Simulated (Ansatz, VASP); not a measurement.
# CO2: VASP beside Ansatz

```
C O
1.0
     2.72961   -2.44993    0.00000
     2.72961    2.44993    0.00000
     0.00000    0.00000    6.55066
C O
2 4
Direct
  0.00000 0.00000 0.00000
  0.50000 0.50000 0.50000
  0.80903 0.19097 0.89525
  0.19097 0.80903 0.10475
  0.69097 0.30903 0.39525
  0.30903 0.69097 0.60475
```

Alike in both runs: functional r2SCAN; k mesh 6 × 6 × 4; occupations gaussian, width 0.02 eV; no spin polarisation.

Ansatz relaxed the structure, and its values are those at the end. VASP's run is a single point on that final structure, the one shown.

```csv
,VASP,Ansatz
version,VASP 6.6.1,Ansatz 0.2.0
potentials or method,"VASP PAW PBE potentials, release 64 (C, O), cutoff 520 eV","scalar-relativistic, plane waves, PAW"
valence electrons in the cell,32,32
```

Ansatz gave:

- gap on the k mesh at the Fermi level (eV): 7.27
- least direct gap on the mesh (eV): 7.73
- pressure (GPa): 0.0
- rms of the force components (eV/Å): 0.002

What did VASP give for the same quantities?

gap on the k mesh at the Fermi level (eV): 7.25; least direct gap on the mesh (eV): 7.71; pressure (GPa): 1.9; rms of the force components (eV/Å): 0.373.

VASP's potentials were made for PBE, not for r2SCAN. The functional is the same, so the differences come from potentials, cutoffs and numerics.

Noted on VASP's run: the standard files for N, O and F lose accuracy on very short bonds.
